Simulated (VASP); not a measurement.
# TePb in VASP: further runs

The runs below take TePb through electric field gradients, with PBE.

Program: VASP 6.6.1. These are calculated values, not measurements. Logs are shortened: lines on timing, memory, paths and dates and some standing lists are left out, and cuts for length are marked.

## 1. The cell of the first run

It takes space group Fm-3m (No. 225, cubic). Conventional cell: a = 6.539 Å, b = 6.539 Å, c = 6.539 Å, α = 90.00°, β = 90.00°, γ = 90.00°. Te (site symmetry m-3m) has 6 Pb at 3.27 Å within 4.3 Å. Within 4.3 Å of Pb (site symmetry m-3m) lie 6 Te at 3.27 Å.

## 2. Electric field gradients, PBE (volume scaled by 1.04)

The input, INCAR:

```
ALGO = Normal
EDIFF = 1E-8
ENCUT = 520
GGA = PE
ISIF = 2
ISMEAR = -1
LASPH = True
LCHARG = False
LEFG = True
LREAL = False
LWAVE = False
NBANDS = 17
NELM = 100
PREC = Accurate
SIGMA = 0.08
```

The input, KPOINTS:

```
k-points
0
Gamma
  11 11 11
```

The input, POSCAR:

```
TePb
1.0
    0.0000000000      3.2694653961      3.2694653961
    3.2694653961      0.0000000000      3.2694653961
    3.2694653961      3.2694653961      0.0000000000
Te Pb
1 1
Direct
    0.5000000000      0.5000000000      0.5000000000
    0.0000000000      0.0000000000      0.0000000000
```

Potentials or basis: VASP PAW PBE potentials, release 64 (Te, Pb_d).

On the command line:

```sh
$ cat potpaw_PBE.64/Te/POTCAR potpaw_PBE.64/Pb_d/POTCAR > POTCAR
$ mpirun -np 1 vasp_std > vasp.out
```

OUTCAR:

```text
EDIFF = 1E-8
   ENCUT = 520
   GGA = PE
   ISIF = 2
   ISMEAR = -1
   LASPH = True
   LREAL = False
   NELM = 100
   PREC = Accurate

 ion  position               nearest neighbor table
   1  0.500  0.500  0.500-   2 3.27   2 3.27   2 3.27   2 3.27   2 3.27   2 3.27
   2  0.000  0.000  0.000-   1 3.27   1 3.27   1 3.27   1 3.27   1 3.27   1 3.27

  LATTYP: Found a face centered cubic cell.
 ALAT       =     6.5389307922

  Lattice vectors:

 A1 = (   0.0000000000,   3.2694653961,   3.2694653961)
 A2 = (   3.2694653961,   0.0000000000,   3.2694653961)
 A3 = (   3.2694653961,   3.2694653961,   0.0000000000)

Analysis of symmetry for initial positions (statically):
=====================================================================
 Subroutine PRICEL returns:
 Original cell was already a primitive cell.

 Routine SETGRP: Setting up the symmetry group for a
 face centered cubic supercell.

 Subroutine GETGRP returns: Found 48 space group operations
 (whereof 48 operations were pure point group operations)
 out of a pool of 48 trial point group operations.

The static configuration has the point symmetry O_h .

Analysis of symmetry for dynamics (positions and initial velocities):
=====================================================================
 Subroutine PRICEL returns:
 Original cell was already a primitive cell.

 Routine SETGRP: Setting up the symmetry group for a
 face centered cubic supercell.

 Subroutine GETGRP returns: Found 48 space group operations
 (whereof 48 operations were pure point group operations)
 out of a pool of 48 trial point group operations.

The dynamic configuration has the point symmetry O_h .

 Subroutine INISYM returns: Found 48 space group operations
 (whereof 48 operations are pure point group operations),
 and found     1 'primitive' translations

----------------------------------------------------------------------------------------

                                     Primitive cell

  volume of cell :      69.8973

  direct lattice vectors                    reciprocal lattice vectors
     0.000000000  3.269465396  3.269465396    -0.152930201  0.152930201  0.152930201
     3.269465396  0.000000000  3.269465396     0.152930201 -0.152930201  0.152930201
     3.269465396  3.269465396  0.000000000     0.152930201  0.152930201 -0.152930201

  length of vectors
     4.623722305  4.623722305  4.623722305     0.264882878  0.264882878  0.264882878

  position of ions in fractional coordinates (direct lattice)
     0.500000000  0.500000000  0.500000000
     0.000000000  0.000000000  0.000000000

  ion indices of the primitive-cell ions
   primitive index   ion index
                 1           1
                 2           2

----------------------------------------------------------------------------------------

 KPOINTS: k-points

Automatic generation of k-mesh.
 Grid dimensions read from file:
 generate k-points for:   11   11   11

 Generating k-lattice:

  Cartesian coordinates                     Fractional coordinates (reciprocal lattice)
    -0.013902746  0.013902746  0.013902746     0.090909091  0.000000000  0.000000000
     0.013902746 -0.013902746  0.013902746     0.000000000  0.090909091  0.000000000
     0.013902746  0.013902746 -0.013902746     0.000000000  0.000000000  0.090909091

  Length of vectors
     0.024080262  0.024080262  0.024080262

  Shift w.r.t. Gamma in fractional coordinates (k-lattice)
     0.000000000  0.000000000  0.000000000

 Subroutine IBZKPT returns following result:
 ===========================================

 Found     56 irreducible k-points:

 Following reciprocal coordinates:
            Coordinates               Weight
  0.000000  0.000000  0.000000      1.000000
  0.090909  0.000000  0.000000      8.000000
  0.181818  0.000000  0.000000      8.000000
  0.272727  0.000000  0.000000      8.000000
  0.363636  0.000000  0.000000      8.000000
  0.454545  0.000000  0.000000      8.000000
[... 16 lines left out ...]
 -0.272727  0.181818  0.000000     24.000000
 -0.181818  0.181818  0.000000     12.000000
 [... further k-points ...]
   k-points           NKPTS =     56   k-points in BZ     NKDIM =     56   number of bands    NBANDS=     17
   number of dos      NEDOS =    301   number of ions     NIONS =      2
   total plane-waves  NPLWV =  46656
   dimension x,y,z NGX =    36 NGY =   36 NGZ =   36
   dimension x,y,z NGXF=    72 NGYF=   72 NGZF=   72
   ions per type =               1   1
   NGX,Y,Z   is equivalent  to a cutoff of  12.94, 12.94, 12.94 a.u.
   NGXF,Y,Z  is equivalent  to a cutoff of  25.89, 25.89, 25.89 a.u.
 SYSTEM =  unknown system
   PREC   = accura    normal or accurate (medium, high low for compatibility)
   ISTART =      0    job   : 0-new  1-cont  2-samecut
   ICHARG =      2    charge: 1-file 2-atom 10-const
   ISPIN  =      1    spin polarized calculation?
   LNONCOLLINEAR =      F non collinear calculations
   LSORBIT =      F    spin-orbit coupling
   LASPH  =      T    aspherical Exc in radial PAW
   ENCUT  =  520.0 eV  38.22 Ry    6.18 a.u.   8.60  8.60  8.60*2*pi/ulx,y,z
   NELM   =    100;   NELMIN=  2; NELMDL= -5     # of ELM steps
   EDIFF  = 0.1E-07   stopping-criterion for ELM
   LREAL  =      F    real-space projection
   EDIFFG = 0.1E-06   stopping-criterion for IOM
   NSW    =      0    number of steps for IOM
   IBRION =     -1    ionic relax: 0-MD 1-quasi-New 2-CG
   NFREE  =      0    steps in history (QN), initial steepest desc. (CG)
   ISIF   =      2    stress and relaxation
   ISYM   =      2    0-nonsym 1-usesym 2-fastsym
   POTIM  = 0.5000    time-step for ionic-motion
   TEBEG  =    0.0;   TEEND  =   0.0 temperature during run
   PSTRESS=    0.0 pullay stress
   NELECT =      20.0000    total number of electrons
   NUPDOWN=      -1.0000    fix difference up-down
   EMIN   =  10.00;   EMAX   =-10.00  energy-range for DOS
   EFERMI =   0.00;   METHOD = LEGACY
   ISMEAR =    -1;   SIGMA  =   0.08  broadening in eV -4-tet -1-fermi 0-gaus
   EFERMI_NEDOS =   21; number of points for ismear=-14 and -15
   IALGO  =     38    algorithm
   IMIX   =      4    mixing-type and parameters
     AMIX     =   0.40;   BMIX     =  1.00
     AMIX_MAG =   1.60;   BMIX_MAG =  1.00
  volume/ion in A,a.u.               =      34.95       235.85
  Fermi-wavevector in a.u.,A,eV,Ry     =   1.078776  2.038592 15.833895  1.163758
  Thomas-Fermi vector in A             =   2.214724
   LORBIT       =      0    0 simple, 1 ext, 2 COOP (PROOUT), +10 PAW based schemes
   GGA     = PE    functional components
   LHFCALC =     F    Hartree Fock is set to
   AEXX    =    0.0000 exact exchange contribution
   IVDW    =     0    specifies the selected vdW correction
   LEPSILON=     F    determine dielectric tensor
   LRPA    =     F    only Hartree local field effects (RPA)
 non-spin polarized calculation
  energy-cutoff  :      520.00
  volume of cell :       69.90
 maximum number of plane-waves:      1900
   NGX = 17   NGY = 17   NGZ = 17

 number of electron      20.0000002 magnetization

 Free energy of the ion-electron system (eV)
  ---------------------------------------------------
  ext. energy  EPLUGINS =         0.00000000
  ---------------------------------------------------
  free energy    TOTEN  =        -7.52143513 eV

  energy without entropy =       -7.52133509  energy(sigma->0) =       -7.52138511

 E-fermi :   5.6245     XC(G=0):  -9.1410

 val. band max:        5.1266818534   @ k =   0.4545   0.0000   0.0000
 cond. band min:       6.0435062308   @ k =   0.4545   0.0000   0.0000
 fundamental gap:      0.9168243775
 Fermi energy:         5.6244846348

 k-point     1 :       0.0000    0.0000    0.0000
  band No.  band energies     occupation
      1     -11.4937      2.00000
      2     -11.4937      2.00000
      3     -11.4872      2.00000
      4     -11.4872      2.00000
      5     -11.4872      2.00000
      6      -6.5562      2.00000
[... 9 lines left out ...]
     16      11.0509      0.00000
     17      12.6364      0.00000

 k-point     2 :       0.0909    0.0000    0.0000
  band No.  band energies     occupation
      1     -11.4945      2.00000
      2     -11.4945      2.00000
      3     -11.4870      2.00000
      4     -11.4862      2.00000
      5     -11.4862      2.00000
      6      -6.4887      2.00000
[... 9 lines left out ...]
     16      11.2051      0.00000
     17      13.1640      0.00000

 k-point     3 :       0.1818    0.0000    0.0000
  band No.  band energies     occupation
      1     -11.4970      2.00000
      2     -11.4970      2.00000
      3     -11.4864      2.00000
      4     -11.4831      2.00000
      5     -11.4831      2.00000
      6      -6.2901      2.00000
[... 9 lines left out ...]
     16      11.6323      0.00000
     17      14.3176      0.00000

 k-point     4 :       0.2727    0.0000    0.0000
  band No.  band energies     occupation
      1     -11.5006      2.00000
      2     -11.5006      2.00000
      3     -11.4858      2.00000
      4     -11.4788      2.00000
      5     -11.4788      2.00000
      6      -5.9767      2.00000
[... 9 lines left out ...]
     16      12.3028      0.00000
     17      15.6195      0.00000

 k-point     5 :       0.3636    0.0000    0.0000
  band No.  band energies     occupation
      1     -11.5040      2.00000
      2     -11.5040      2.00000
      3     -11.4852      2.00000
      4     -11.4748      2.00000
      5     -11.4748      2.00000
      6      -5.5926      2.00000
[... 9 lines left out ...]
     16      13.1851      0.00000
     17      15.8408      0.00000

 k-point     6 :       0.4545    0.0000    0.0000
  band No.  band energies     occupation
      1     -11.5060      2.00000
      2     -11.5060      2.00000
      3     -11.4849      2.00000
      4     -11.4724      2.00000
      5     -11.4724      2.00000
      6      -5.2674      2.00000
[... 9 lines left out ...]
     16      14.1639      0.00000
     17      14.7231      0.00000
[... 281 lines left out ...]
 k-point    21 :      -0.4545    0.1818    0.0000
  band No.  band energies     occupation
      1     -11.5155      2.00000
      2     -11.5008      2.00000
      3     -11.4830      2.00000
      4     -11.4750      2.00000
      5     -11.4708      2.00000
      6      -5.0927      2.00000
[... 9 lines left out ...]
     16      14.1346      0.00000
     17      15.5918      0.00000

 k-point    22 :      -0.3636    0.1818    0.0000
  band No.  band energies     occupation
      1     -11.5116      2.00000
      2     -11.5028      2.00000
      3     -11.4819      2.00000
      4     -11.4753      2.00000
      5     -11.4732      2.00000
      6      -5.2032      2.00000
[... 9 lines left out ...]
     16      13.2733      0.00000
     17      15.6683      0.00000

 k-point    23 :      -0.2727    0.1818    0.0000
  band No.  band energies     occupation
      1     -11.5062      2.00000
      2     -11.5031      2.00000
      3     -11.4831      2.00000
      4     -11.4768      2.00000
      5     -11.4756      2.00000
      6      -5.5323      2.00000
[... 9 lines left out ...]
     16      14.2937      0.00000
     17      14.7716      0.00000

 k-point    24 :      -0.1818    0.1818    0.0000
  band No.  band energies     occupation
      1     -11.5021      2.00000
      2     -11.5010      2.00000
      3     -11.4851      2.00000
      4     -11.4803      2.00000
      5     -11.4769      2.00000
      6      -5.8758      2.00000
[... 9 lines left out ...]
     16      13.6173      0.00000
     17      13.8588      0.00000

 [... further k-points ...]
[... 5 lines left out ...]
  --------------------------------------------------------------------------------------
  -------------------------------------------------------------------------------------
  Total        0.2235159      0.2235159      0.2235159      0.0000000      0.0000000     -0.0000000
  in kB        5.1234054      5.1234054      5.1234054      0.0000000      0.0000000     -0.0000000
  external PRESSURE =       5.1234054 kB  Pullay stress =       0.0000000 kB

 VOLUME and BASIS-vectors are now :
 -----------------------------------------------------------------------------
  energy-cutoff  :      520.00
  volume of cell :       69.90
      direct lattice vectors                 reciprocal lattice vectors
     0.000000000  3.269465396  3.269465396    -0.152930201  0.152930201  0.152930201
     3.269465396  0.000000000  3.269465396     0.152930201 -0.152930201  0.152930201
     3.269465396  3.269465396  0.000000000     0.152930201  0.152930201 -0.152930201

 POSITION                                       TOTAL-FORCE (eV/Angst)
 -----------------------------------------------------------------------------------
      3.26947      3.26947      3.26947        -0.000000     -0.000000     -0.000000
      0.00000      0.00000      0.00000         0.000000      0.000000      0.000000
 -----------------------------------------------------------------------------------
    total drift:                               -0.000000      0.000000      0.000000

  FREE ENERGIE OF THE ION-ELECTRON SYSTEM (eV)
  ---------------------------------------------------
  free  energy   TOTEN  =        -7.5214351328 eV

  energy  without entropy=       -7.5213350876  energy(sigma->0) =       -7.52138511

 Electric field gradients (V/A^2)
---------------------------------------------------------------------
 ion       V_xx      V_yy      V_zz      V_xy      V_xz      V_yz
---------------------------------------------------------------------
   1      -0.000     0.000    -0.000    -0.000    -0.000    -0.000
   2      -0.000     0.000     0.000    -0.000    -0.000    -0.000
---------------------------------------------------------------------

 Electric field gradients after diagonalization (V/A^2)
 (convention: |V_zz| > |V_xx| > |V_yy|)
----------------------------------------------------------------------
 ion       V_xx      V_yy      V_zz     asymmetry (V_yy - V_xx)/ V_zz
----------------------------------------------------------------------
   1       0.000     0.000    -0.000       0.000
   2       0.000     0.000    -0.001       0.000
----------------------------------------------------------------------

           NMR quadrupolar parameters

 Cq : quadrupolar parameter    Cq=e*Q*V_zz/h
 eta: asymmetry parameters     (V_yy - V_xx)/ V_zz
 Q  : nuclear electric quadrupole moment in mb (millibarn)
----------------------------------------------------------------------
 ion       Cq(MHz)       eta       Q (mb)
----------------------------------------------------------------------
   1      -0.000       0.000       1.000
   2      -0.000       0.000       1.000
----------------------------------------------------------------------
```

Run time: 76 s. Hardware: 1 thread of Intel Xeon Platinum 8259CL at 2.50GHz (Skylake/Cascade Lake), shared host; peak memory 0.24 GiB.

What came out:

| Item | Value |
| --- | --- |
| Free energy | -7.5214 eV |
| Pressure | 0.5 GPa |

Levels at points of the mesh, in eV from the Fermi level:
```
           k point  band 6  band 7  band 8  band 9  band 10  band 11  band 12  band 13  band 14  band 15
(0.00, 0.00, 0.00)  -12.18   -6.13   -1.66   -1.66    -1.66     3.59     3.59     3.59     5.43     5.43
```

Caveat: this odd mesh misses L, where the gap lies, so gap, dielectric constants and Born charges aren't listed; without QUAD_EFG the Cq values of the log hold for a quadrupole moment of 1 mb, not for the nuclei; spin-orbit coupling is left out, which moves the levels of the heavy elements.

[end of part 1 of 2]
